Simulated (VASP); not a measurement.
# GaP (I-4m2) in VASP: notebook, part 2 of 2

VASP 6.6.1. Earlier steps stand in the parts before.

## Step 5: Single point, LDA (in-plane strain +0.02)

INCAR

```
SYSTEM = GaP
  ALGO = Normal
  EDIFF = 1E-6
  ENCUT = 520
  ISIF = 2
  ISMEAR = 0
  LASPH = .True.
  LCHARG = .False.
  LREAL = .False.
  LWAVE = .False.
  NBANDS = 16
  NELM = 100
  PREC = Accurate
  SIGMA = 0.01
```

KPOINTS

```
k-points
0
Gamma
  8 8 8
  0 0 0
```

POSCAR

```
GaP
1.0
    2.7496008013      2.7496008013      0.0000000000
   -2.7496008013      2.7496008013      0.0000000000
    0.0000000000      2.7496008013      2.6633388153
Ga P
1 1
Direct
    0.0000000000      0.0000000000      0.0000000000
    0.7500000000      0.2500000000      0.5000000000
```

Potentials or basis: VASP PAW LDA potentials, release 64 (Ga_d, P).

On the command line:

```console
cat potpaw_LDA.64/Ga_d/POTCAR potpaw_LDA.64/P/POTCAR > POTCAR
mpirun -np 1 vasp_std > vasp.out
```

OUTCAR:

```text
SYSTEM = GaP
   EDIFF = 1E-6
   ENCUT = 520
   ISIF = 2
   ISMEAR = 0
   LASPH = .True.
   LREAL = .False.
   NELM = 100
   PREC = Accurate

 ion  position               nearest neighbor table
   1  0.000  0.000  0.000-   2 2.36   2 2.36   2 2.36   2 2.36
   2  0.750  0.250  0.500-   1 2.36   1 2.36   1 2.36   1 2.36

  LATTYP: Found a body centered tetragonal cell.
 ALAT       =     3.8885227443
 C/A-ratio  =     1.3698460780

  Lattice vectors:

 A1 = (   2.7496008013,   0.0000000000,  -2.6633388153)
 A2 = (  -2.7496008013,   0.0000000000,  -2.6633388153)
 A3 = (   0.0000000000,   2.7496008013,   2.6633388153)

Analysis of symmetry for initial positions (statically):
=====================================================================
 Subroutine PRICEL returns:
 Original cell was already a primitive cell.

 Routine SETGRP: Setting up the symmetry group for a
 body centered tetragonal supercell.

 Subroutine GETGRP returns: Found  8 space group operations
 (whereof  8 operations were pure point group operations)
 out of a pool of 16 trial point group operations.

The static configuration has the point symmetry D_2d.

Analysis of symmetry for dynamics (positions and initial velocities):
=====================================================================
 Subroutine PRICEL returns:
 Original cell was already a primitive cell.

 Routine SETGRP: Setting up the symmetry group for a
 body centered tetragonal supercell.

 Subroutine GETGRP returns: Found  8 space group operations
 (whereof  8 operations were pure point group operations)
 out of a pool of 16 trial point group operations.

The dynamic configuration has the point symmetry D_2d.

 Subroutine INISYM returns: Found  8 space group operations
 (whereof  8 operations are pure point group operations),
 and found     1 'primitive' translations

----------------------------------------------------------------------------------------

                                     Primitive cell

[... 111 lines left out ...]
  volume/ion in A,a.u.               =      20.14       135.88
  Fermi-wavevector in a.u.,A,eV,Ry     =   1.251701  2.365371 21.316985  1.566754
  Thomas-Fermi vector in A             =   2.385636
   LORBIT       =      0    0 simple, 1 ext, 2 COOP (PROOUT), +10 PAW based schemes
   GGA     = CA    functional components
   LHFCALC =     F    Hartree Fock is set to
   AEXX    =    0.0000 exact exchange contribution
   IVDW    =     0    specifies the selected vdW correction
   LEPSILON=     F    determine dielectric tensor
   LRPA    =     F    only Hartree local field effects (RPA)
 non-spin polarized calculation
 Gauss-broadening in eV      SIGMA  =   0.01
  energy-cutoff  :      520.00
  volume of cell :       40.27
 maximum number of plane-waves:      1097
 NGX is ok and might be reduce to    30
   NGX = 15   NGY = 15   NGZ = 15

 number of electron      17.9999989 magnetization

 Free energy of the ion-electron system (eV)
  ---------------------------------------------------
  ext. energy  EPLUGINS =         0.00000000
  ---------------------------------------------------
  free energy    TOTEN  =       -10.43703122 eV

  energy without entropy =      -10.43703122  energy(sigma->0) =      -10.43703122

 E-fermi :   4.8071     XC(G=0): -10.1882

 val. band max:        4.6729787114   @ k =   0.0000   0.0000   0.0000
 cond. band min:       5.8517193856   @ k =   0.0000   0.0000   0.3750
 fundamental gap:      1.1787406742
 Fermi energy:         4.8071228375

 k-point     1 :       0.0000    0.0000    0.0000
  band No.  band energies     occupation
      1     -10.1588      2.00000
      2     -10.1588      2.00000
      3     -10.1501      2.00000
      4     -10.0588      2.00000
      5     -10.0547      2.00000
      6      -7.9877      2.00000
[... 433 lines left out ...]
      3     -10.1303      2.00000
      4     -10.0554      2.00000
      5     -10.0553      2.00000
      6      -6.7988      2.00000
[... 8 lines left out ...]
     15      14.8540      0.00000
     16      15.8714      0.00000

 [... further k-points ...]

------------------------ aborting loop because EDIFF is reached ----------------------------------------

  FORCE on cell =-STRESS in cart. coord.  units (eV):
  Direction    XX          YY          ZZ          XY          YZ          ZX
  --------------------------------------------------------------------------------------
  -------------------------------------------------------------------------------------
  Total       -0.7723765     -0.7723765     -0.1825003      0.0000000      0.0000000      0.0000000
  in kB      -30.7286799    -30.7286799     -7.2606998      0.0000000      0.0000000      0.0000000
  external PRESSURE =     -22.9060199 kB  Pullay stress =       0.0000000 kB

 VOLUME and BASIS-vectors are now :
 -----------------------------------------------------------------------------
  energy-cutoff  :      520.00
  volume of cell :       40.27
      direct lattice vectors                 reciprocal lattice vectors
     2.749600801  2.749600801  0.000000000     0.181844579  0.181844579 -0.187734282
    -2.749600801  2.749600801  0.000000000    -0.181844579  0.181844579 -0.187734282
     0.000000000  2.749600801  2.663338815     0.000000000  0.000000000  0.375468564

 POSITION                                       TOTAL-FORCE (eV/Angst)
 -----------------------------------------------------------------------------------
      0.00000      0.00000      0.00000         0.000000      0.000000      0.000000
      1.37480      4.12440      1.33167        -0.000000     -0.000000      0.000000
 -----------------------------------------------------------------------------------
    total drift:                               -0.000001     -0.000000     -0.000000

  FREE ENERGIE OF THE ION-ELECTRON SYSTEM (eV)
  ---------------------------------------------------
  free  energy   TOTEN  =       -10.4370312176 eV

  energy  without entropy=      -10.4370312176  energy(sigma->0) =      -10.43703122
```

OSZICAR:

```text
N       E                     dE             d eps       ncg     rms          rms(c)
DAV:   1     0.802405924300E+02    0.80241E+02   -0.90070E+03  1976   0.162E+03
DAV:   2    -0.441962930337E+01   -0.84660E+02   -0.80523E+02  2232   0.313E+02
DAV:   3    -0.106537993662E+02   -0.62342E+01   -0.62142E+01  2320   0.656E+01
DAV:   4    -0.107569104544E+02   -0.10311E+00   -0.10309E+00  2416   0.917E+00
DAV:   5    -0.107589994727E+02   -0.20890E-02   -0.20889E-02  2360   0.116E+00    0.434E+00
DAV:   6    -0.104893502390E+02    0.26965E+00   -0.36179E-01  2936   0.103E+01    0.279E+00
DAV:   7    -0.104418421271E+02    0.47508E-01   -0.83770E-02  2560   0.201E+00    0.105E+00
DAV:   8    -0.104370573767E+02    0.47848E-02   -0.11311E-02  2256   0.117E+00    0.190E-01
DAV:   9    -0.104370239788E+02    0.33398E-04   -0.99021E-04  2776   0.409E-01    0.636E-02
DAV:  10    -0.104370251286E+02   -0.11498E-05   -0.53413E-05  2768   0.818E-02    0.278E-02
DAV:  11    -0.104370314668E+02   -0.63382E-05   -0.92984E-06  2456   0.450E-02    0.792E-03
DAV:  12    -0.104370312176E+02    0.24918E-06   -0.49234E-07  1728   0.770E-03
   1 F= -.10437031E+02 E0= -.10437031E+02  d E =-.780545E-83
```

Wall time 38 s (1 thread of Intel Xeon Platinum 8375C at 2.90GHz (Ice Lake), shared host); peak memory 0.16 GiB.

What came out:

| Property | Result |
| --- | --- |
| Free energy | -10.4370 eV |
| Pressure | -2.3 GPa |
| Band gap on the k mesh | 1.18 eV, indirect (least direct gap 1.56 eV) |

Caveat: the cell differs from its parent crystal (in-plane strain +0.02).

## Step 6: Overview

```tsv
cell	gap on the mesh (eV)	pressure (GPa)
a = 3.850, b = 3.850, c = 3.814 Å, angles 59.7, 59.7, 90.0°, 2 atoms	1.27	-0.9
a = 3.850, b = 3.850, c = 3.820 Å, angles 59.7, 59.7, 90.0°, 2 atoms	1.31	-1.2
a = 3.889, b = 3.889, c = 3.828 Å, angles 59.5, 59.5, 90.0°, 2 atoms	1.18	-2.3
```

Alike in all rows: task single point; level LDA; potentials or basis VASP PAW LDA potentials, release 64 (Ga_d, P); no spin polarisation; k mesh 8 × 8 × 8; cutoff (eV) 520; smearing gaussian 0.01 eV.

Total energies depend on the potentials used, so only differences within one code and one set of settings carry meaning.
